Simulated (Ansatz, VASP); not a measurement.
**Fe5Co3: VASP beside Ansatz**

The input INCAR:

```
PREC     = Accurate       # precision mode
ENCUT    = 520            # plane-wave cutoff, eV
EDIFF    = 1E-6           # SCF threshold, eV
ISMEAR   = 0              # smearing method
SIGMA    = 0.1            # smearing width, eV
LREAL    = False          # projectors in reciprocal space
LASPH    = True           # aspherical terms in the spheres
NELM     = 150            # most SCF steps
ALGO     = Normal         # electronic algorithm
ISIF     = 2              # what is computed and relaxed
LWAVE    = False          # write WAVECAR
LCHARG   = False          # write CHGCAR
ISPIN    = 2              # spin polarisation
MAGMOM   = 4 4 4 4 4 3 3 3 # initial moments
LORBIT   = 11             # projections on sites
LMAXMIX  = 4              # l up to which the mixer works
GGA      = PE             # functional
NBANDS   = 48             # bands
```

Contents of KPOINTS:

```
Automatic mesh
0
Gamma
  6 6 6
```

File POSCAR:

```
Fe5Co3
1.0
   -2.7709080000      2.7709080000      2.7709080000
    2.7709080000     -2.7709080000      2.7709080000
    2.7709080000      2.7709080000     -2.7709080000
Fe Co
5 3
Direct
    0.0000000000      0.0000000000      0.0000000000
    0.0000000000      0.0000000000      0.5000000000
    0.0000000000      0.5000000000      0.0000000000
    0.5000000000      0.0000000000      0.0000000000
    0.5000000000      0.5000000000      0.5000000000
    0.0000000000      0.5000000000      0.5000000000
    0.5000000000      0.5000000000      0.0000000000
    0.5000000000      0.0000000000      0.5000000000
```

Input for Ansatz:

```yaml
crystal:
  lattice:
    - [-2.770908, 2.770908, 2.770908]
    - [2.770908, -2.770908, 2.770908]
    - [2.770908, 2.770908, -2.770908]
  atoms:
    - { symbol: Fe, position: [0.0, 0.0, 0.0], spin: 4.0 }
    - { symbol: Fe, position: [0.0, 0.0, 0.5], spin: 4.0 }
    - { symbol: Fe, position: [0.0, 0.5, 0.0], spin: 4.0 }
    - { symbol: Fe, position: [0.5, 0.0, 0.0], spin: 4.0 }
    - { symbol: Fe, position: [0.5, 0.5, 0.5], spin: 4.0 }
    - { symbol: Co, position: [0.0, 0.5, 0.5], spin: 3.0 }
    - { symbol: Co, position: [0.5, 0.5, 0.0], spin: 3.0 }
    - { symbol: Co, position: [0.5, 0.0, 0.5], spin: 3.0 }
basis:
  ecutwfc: 420
kpoints:
  mp_grid: { grid: [6, 6, 6] }
hamiltonian:
  xc: pbe
scf:
  occupations: { method: gaussian, width: 0.1 }
  lower_state_search: "off"
output:
  forces: true
  stress: true
  eigenvalues: true
  populations: true
magnetization:
  spin_polarized: true
```

Alike in both runs: task single point; functional PBE; k mesh 6 × 6 × 6; occupations gaussian, width 0.1 eV; collinear spin.

|  | VASP | Ansatz |
| --- | --- | --- |
| version | VASP 6.6.1 | Ansatz 0.2.0 |
| potentials or method | VASP PAW PBE potentials, release 64 (Fe, Co), cutoff 520 eV | scalar-relativistic, plane waves, PAW |
| valence electrons in the cell | 67 | 131 |

|  | VASP | Ansatz | Ansatz less VASP |
| --- | --- | --- | --- |
| gap on the k mesh at the Fermi level (eV) | none | none | - |
| pressure (GPa) | 18.1 | 19.0 | +0.80 |
| net moment per atom (μB) | 2.24 | 2.24 | +0.003 |
| size of the moment on the site where the two differ most (μB) | 1.71 | 1.80 | +0.083 |

Site moments also hang on the region over which each program counts them. A gap of «none» marks a metal or a gap that the smearing closes. With one functional, cell and mesh, what is left measures potentials, basis and numerics. VASP's potentials hold 67 valence electrons a cell and Ansatz's 131, so a difference there can come from the potentials and not from the codes.
